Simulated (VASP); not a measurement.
# Ge (Cmcm) in VASP: notebook, part 2 of 2

VASP 6.6.1.

## 3. Single point, LDA

INCAR reads:

```
PREC = Accurate ; ENCUT = 500
EDIFF = 1E-6 ; ISMEAR = -1
SIGMA = 0.1 ; LREAL = F
LASPH = T ; NELM = 120
ALGO = Normal ; ISIF = 2
LWAVE = F ; LCHARG = T
LELF = T ; LVHAR = T
NBANDS = 21 ; GGA_COMPAT = F
```

KPOINTS reads:

```
regular mesh
0
Gamma
  12 12 7
```

POSCAR reads:

```
Ge
1.0
    1.4880530000     -2.5946900000      0.0000000000
    1.4880530000      2.5946900000      0.0000000000
    0.0000000000      0.0000000000      4.7275960000
Ge
2
Direct
    0.6665530000      0.3334470000      0.2500000000
    0.3334470000      0.6665530000      0.7500000000
```

Potentials or basis: VASP PAW LDA potentials, release 64 (Ge_d).

On the command line:

```bash
$ cat potpaw_LDA.64/Ge_d/POTCAR > POTCAR
$ mpirun -np 1 vasp_std > vasp.out
```

OUTCAR:

```text
PREC = Accurate
   ENCUT = 500
   EDIFF = 1E-6
   ISMEAR = -1
   LREAL = F
   LASPH = T
   NELM = 120
   ISIF = 2

 ion  position               nearest neighbor table
   1  0.667  0.333  0.250-
   2  0.333  0.667  0.750-

  LATTYP: Found a base centered orthorhombic cell.
 ALAT       =     2.9761060000
 B/A-ratio  =     1.7436811726
 C/A-ratio  =     1.5885173445

  Lattice vectors:

 A1 = (   1.4880530000,  -2.5946900000,   0.0000000000)
 A2 = (   1.4880530000,   2.5946900000,   0.0000000000)
 A3 = (   0.0000000000,   0.0000000000,   4.7275960000)

Analysis of symmetry for initial positions (statically):
=====================================================================
 Subroutine PRICEL returns:
 Original cell was already a primitive cell.

 Routine SETGRP: Setting up the symmetry group for a
 base centered orthorhombic supercell.

 Subroutine GETGRP returns: Found  8 space group operations
 (whereof  4 operations were pure point group operations)
 out of a pool of  8 trial point group operations.

The static configuration has the point symmetry C_2h.
 The point group associated with its full space group is D_2h.

Analysis of symmetry for dynamics (positions and initial velocities):
=====================================================================
 Subroutine PRICEL returns:
 Original cell was already a primitive cell.

 Routine SETGRP: Setting up the symmetry group for a
 base centered orthorhombic supercell.

 Subroutine GETGRP returns: Found  8 space group operations
 (whereof  4 operations were pure point group operations)
 out of a pool of  8 trial point group operations.

The dynamic configuration has the point symmetry C_2h.
 The point group associated with its full space group is D_2h.
[... 109 lines left out ...]
   PSTRESS=    0.0 pullay stress
   NELECT =      28.0000    total number of electrons
   NUPDOWN=      -1.0000    fix difference up-down
   EMIN   =  10.00;   EMAX   =-10.00  energy-range for DOS
   EFERMI =   0.00;   METHOD = LEGACY
   ISMEAR =    -1;   SIGMA  =   0.10  broadening in eV -4-tet -1-fermi 0-gaus
   EFERMI_NEDOS =   21; number of points for ismear=-14 and -15
   IALGO  =     38    algorithm
   IMIX   =      4    mixing-type and parameters
     AMIX     =   0.40;   BMIX     =  1.00
     AMIX_MAG =   1.60;   BMIX_MAG =  1.00
  volume/ion in A,a.u.               =      18.25       123.18
  Fermi-wavevector in a.u.,A,eV,Ry     =   1.498544  2.831837 30.553698  2.245633
  Thomas-Fermi vector in A             =   2.610289
   LORBIT       =      0    0 simple, 1 ext, 2 COOP (PROOUT), +10 PAW based schemes
   GGA     = CA    functional components
   LHFCALC =     F    Hartree Fock is set to
   AEXX    =    0.0000 exact exchange contribution
   IVDW    =     0    specifies the selected vdW correction
   LEPSILON=     F    determine dielectric tensor
   LRPA    =     F    only Hartree local field effects (RPA)
 non-spin polarized calculation
  energy-cutoff  :      500.00
  volume of cell :       36.51
 maximum number of plane-waves:       957
 NGX is ok and might be reduce to    24
   NGX = 11   NGY = 11   NGZ = 17

 number of electron      28.0000012 magnetization

 Free energy of the ion-electron system (eV)
  ---------------------------------------------------
  ext. energy  EPLUGINS =         0.00000000
  ---------------------------------------------------
  free energy    TOTEN  =        -9.78519554 eV

  energy without entropy =       -9.75492487  energy(sigma->0) =       -9.77006021

 E-fermi :   6.9072     XC(G=0): -11.7460

 val. band max:        6.8995988448   @ k =   0.5000   0.4167   0.1429
 cond. band min:       6.9098869931   @ k =   0.5000   0.0833   0.1429
 fundamental gap:      0.0102881483
 Fermi energy:         6.9072383216

 k-point     1 :       0.0000    0.0000    0.0000
  band No.  band energies     occupation
      1     -17.9558      2.00000
      2     -17.9460      2.00000
      3     -17.9439      2.00000
      4     -17.9422      2.00000
      5     -17.9368      2.00000
      6     -17.9335      2.00000
[... 565 lines left out ...]
     20      18.1085      0.00000
     21      21.5432      0.00000

 [... further k-points ...]

------------------------ aborting loop because EDIFF is reached ----------------------------------------

  FORCE on cell =-STRESS in cart. coord.  units (eV):
  Direction    XX          YY          ZZ          XY          YZ          ZX
  --------------------------------------------------------------------------------------
  -------------------------------------------------------------------------------------
  Total       -0.2078569     -0.1900954     -0.6249073      0.0000000      0.0000000      0.0000000
  in kB       -9.1222233     -8.3427264    -27.4253335      0.0000000      0.0000000      0.0000000
  external PRESSURE =     -14.9634277 kB  Pullay stress =       0.0000000 kB

 VOLUME and BASIS-vectors are now :
 -----------------------------------------------------------------------------
  energy-cutoff  :      500.00
  volume of cell :       36.51
      direct lattice vectors                 reciprocal lattice vectors
     1.488053000 -2.594690000  0.000000000     0.336009537 -0.192701248  0.000000000
     1.488053000  2.594690000  0.000000000     0.336009537  0.192701248  0.000000000
     0.000000000  0.000000000  4.727596000     0.000000000  0.000000000  0.211523997

 POSITION                                       TOTAL-FORCE (eV/Angst)
 -----------------------------------------------------------------------------------
      1.48805     -0.86431      1.18190         0.000000      0.003875      0.000000
      1.48805      0.86431      3.54570         0.000000     -0.003875     -0.000000
 -----------------------------------------------------------------------------------
    total drift:                               -0.000000     -0.000000     -0.000000

  FREE ENERGIE OF THE ION-ELECTRON SYSTEM (eV)
  ---------------------------------------------------
  free  energy   TOTEN  =        -9.7851955421 eV

  energy  without entropy=       -9.7549248724  energy(sigma->0) =       -9.77006021
```

stdout:

```text
POSCAR found type information on POSCAR Ge
 POSCAR found :  1 types and       2 ions
 scaLAPACK will be used
 LDA part: xc-table for (Slater(with rela. corr.)+CA(PZ))
 , standard interpolation
 POSCAR, INCAR and KPOINTS ok, starting setup
 FFT: planning ... GRIDC
 FFT: planning ... GRID_SOFT
 FFT: planning ... GRID
 WAVECAR not read
 entering main loop
```

It took 1.9 min on 1 thread of Intel Xeon 8259CL, shared host; peak memory 0.18 GiB.

Results:

- Free energy: -9.7852 eV
- Pressure: -1.5 GPa
- Largest force: 0.004 eV/Å
- Band gap on the k mesh: zero (bands 14 and 15 overlap by 9.40 eV)

Forces on the atoms (eV/Å):
```
Ge   0.000  0.004  0.000
Ge   0.000 -0.004  0.000
```

Stress tensor (GPa, compression positive):
```
-0.91  0.00  0.00
 0.00 -0.83  0.00
 0.00  0.00 -2.74
```

## 4. Single point, PBEsol

INCAR reads:

```
SYSTEM = Ge
  PREC = Accurate
  ENCUT = 500
  EDIFF = 1E-6
  ISMEAR = -1
  SIGMA = 0.1
  LREAL = .FALSE.
  LASPH = .TRUE.
  NELM = 120
  ALGO = Normal
  ISIF = 2
  LWAVE = .FALSE.
  LCHARG = .FALSE.
  GGA = PS
  NBANDS = 21
  GGA_COMPAT = .FALSE.
```

KPOINTS reads:

```
Automatic mesh
0
G
  12 12 7
  0 0 0
```

POSCAR is that of step 3.

Potentials or basis: VASP PAW PBE potentials, release 64 (Ge_d).

On the command line:

```bash
$ cat potpaw_PBE.64/Ge_d/POTCAR > POTCAR
$ mpirun -np 1 vasp_std > vasp.out
```

Run time: 1.8 min. Hardware: 1 thread of Intel Xeon 8259CL, shared host; peak memory 0.19 GiB.

The run converged. Its results:

* Free energy: -9.3364 eV
* Pressure: 0.2 GPa
* Largest force: 0.005 eV/Å
* Band gap on the k mesh: zero (bands 14 and 15 overlap by 9.53 eV)

Forces on the atoms (eV/Å):
```
Ge   0.000  0.005  0.000
Ge   0.000 -0.005  0.000
```

Stress tensor (GPa, compression positive):
```
 0.77  0.00  0.00
 0.00  0.82  0.00
 0.00  0.00 -0.85
```

Levels at points of the mesh, in eV from the Fermi level:
| k point | band 10 | band 11 | band 12 | band 13 | band 14 | band 15 | band 16 | band 17 | band 18 | band 19 |
| --- | --- | --- | --- | --- | --- | --- | --- | --- | --- | --- |
| (0.00, 0.00, 0.00) | -24.60 | -13.51 | -7.61 | -5.67 | 6.47 | 6.58 | 8.55 | 8.67 | 9.97 | 11.27 |
| (0.50, 0.00, 0.00) | -24.59 | -8.57 | -7.24 | -2.40 | -1.40 | -1.02 | 1.30 | 2.30 | 6.30 | 7.07 |
| (0.50, 0.50, 0.00) | -24.59 | -8.64 | -7.29 | -2.44 | -1.42 | -1.09 | 1.26 | 2.45 | 6.44 | 7.22 |

Caveat: the PAW data sets were made with another functional, which shifts forces and pressure a little.

## 5. Summary

| level | potentials or basis | gap on the mesh (eV) | pressure (GPa) |
| --- | --- | --- | --- |
| BLYP | VASP PAW PBE potentials, release 64 (Ge_d) | none | 11.3 |
| LDA | VASP PAW LDA potentials, release 64 (Ge_d) | none | -1.5 |
| PBEsol | VASP PAW PBE potentials, release 64 (Ge_d) | none | 0.2 |

Alike in all rows: task single point; no spin polarisation; cell as given; k mesh 12 × 12 × 7; cutoff (eV) 500; smearing fermi-dirac 0.1 eV.

Caveats: the PAW data sets were made with another functional, which shifts forces and pressure a little (at least some runs); the cell stands under pressure (at least some runs).

Total energies depend on the potentials used, so only differences within one code and one set of settings carry meaning.
